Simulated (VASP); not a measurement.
Wanted: the native input for a VASP 6.6.1 run.

```yaml
Task: single point
Functional: PBE
Potentials_or_basis: VASP PAW PBE potentials, release 64 (Be, H)
Cutoff: 520 eV
k_mesh: 12 × 8 × 6
Occupations: gaussian, width 0.02 eV
Spin: no spin polarisation
Dipole_correction: no
Further_INCAR_settings: ALGO = Normal; EDIFF = 1e-06; NBANDS = 11
```

The structure of BeH lies in POSCAR:

```
BeH
1.0
    2.3853985990      0.0000000000      0.0000000000
    0.0000000000      3.9933718702      0.0000000000
    0.0000000000      0.0000000000      5.3041504936
Be H
2 2
Direct
    0.5000000000      0.2416028830      0.0000000000
    0.5000000000      0.7583971170      0.0000000000
    0.5000000000      0.0000000000      0.7961655449
    0.5000000000      0.0000000000      0.2038344551
```

The cell was generated, and may not be a known phase.

One way to write it, as run:

INCAR

```
PREC     = Accurate       # precision mode
ENCUT    = 520            # plane-wave cutoff, eV
EDIFF    = 1E-6           # SCF threshold, eV
ISMEAR   = 0              # smearing method
SIGMA    = 0.02           # smearing width, eV
LREAL    = False          # projectors in reciprocal space
LASPH    = True           # aspherical terms in the spheres
NELM     = 60             # most SCF steps
ALGO     = Normal         # electronic algorithm
ISIF     = 2              # what is computed and relaxed
LWAVE    = False          # write WAVECAR
LCHARG   = True           # write CHGCAR
GGA      = PE             # functional
LELF     = True           # ELF
LVHAR    = True         
NBANDS   = 11             # bands
```

KPOINTS

```
regular mesh
0
Gamma
  12 8 6
```

Potentials or basis: VASP PAW PBE potentials, release 64 (Be, H).

Launch:

```console
$ cat potpaw_PBE.64/Be/POTCAR potpaw_PBE.64/H/POTCAR > POTCAR
$ mpirun -np 1 vasp_std > vasp.out
```

Results of the run:

- Pressure: 0.0 GPa
- Largest force: 0.028 eV/Å
- Band gap on the k mesh: 0.71 eV (least direct gap 0.89 eV)

Run time: 31 s on 1 thread of AMD EPYC 9R45 (Zen 5) (shared host), peak memory 0.17 GiB.
